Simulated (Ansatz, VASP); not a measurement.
# One calculation of MgO, two programs

File INCAR:

```
PREC     = Accurate       # precision mode
ENCUT    = 840            # plane-wave cutoff, eV
EDIFF    = 1E-6           # SCF threshold, eV
ISMEAR   = 0              # smearing method
SIGMA    = 0.02           # smearing width, eV
LREAL    = F              # projectors in reciprocal space
LASPH    = T              # aspherical terms in the spheres
NELM     = 120            # most SCF steps
ALGO     = Normal         # electronic algorithm
ISIF     = 2              # what is computed and relaxed
LWAVE    = F              # write WAVECAR
LCHARG   = F              # write CHGCAR
GGA      = PE             # functional
NBANDS   = 15             # bands
GGA_COMPAT= F
```

KPOINTS

```
regular mesh
0
Gamma
  10 10 10
```

File POSCAR:

```
MgO
1.0
    0.0000000000      2.1268587456      2.1268587456
    2.1268587456      0.0000000000      2.1268587456
    2.1268587456      2.1268587456      0.0000000000
Mg O
1 1
Direct
    0.0000000000      0.0000000000      0.0000000000
    0.5000000000      0.5000000000      0.5000000000
```

Input for Ansatz:

```yaml
crystal:
  lattice:
    - [0.0, 2.1268587456, 2.1268587456]
    - [2.1268587456, 0.0, 2.1268587456]
    - [2.1268587456, 2.1268587456, 0.0]
  atoms:
    - { symbol: Mg, position: [0.0, 0.0, 0.0] }
    - { symbol: O, position: [0.5, 0.5, 0.5] }
basis:
  ecutwfc: 420
kpoints:
  mp_grid: { grid: [10, 10, 10] }
  band_path:
    path:
      - [[0.0, 0.0, 0.0], [0.5, 0.0, 0.5], [0.625, 0.25, 0.625]]
      - [[0.375, 0.375, 0.75], [0.0, 0.0, 0.0], [0.5, 0.5, 0.5], [0.5, 0.25, 0.75], [0.5, 0.0, 0.5]]
    npoints: 10
hamiltonian:
  xc: pbe
  pseudopotentials: { kind: paw }
scf:
  occupations: { method: gaussian, width: 0.02 }
  mixing: { beta: 0.2 }
  n_extra_bands: 7
output:
  forces: true
  stress: true
  eigenvalues: true
```

Alike in both runs: task single point; functional PBE; k mesh 10 × 10 × 10; occupations gaussian, width 0.02 eV; no spin polarisation.

|  | VASP | Ansatz |
| --- | --- | --- |
| version | VASP 6.6.1 | Ansatz 0.2.0 |
| potentials or method | VASP PAW PBE potentials, release 64 (Mg_sv, O), cutoff 840 eV | scalar-relativistic, plane waves, PAW |
| valence electrons in the cell | 16 | 16 |

|  | VASP | Ansatz | Ansatz less VASP |
| --- | --- | --- | --- |
| gap on the k mesh at the Fermi level (eV) | 4.46 | 4.46 | +0.003 |
| least direct gap on the mesh (eV) | 4.46 | 4.46 | +0.003 |
| pressure (GPa) | 0.0 | 0.0 | -0.04 |
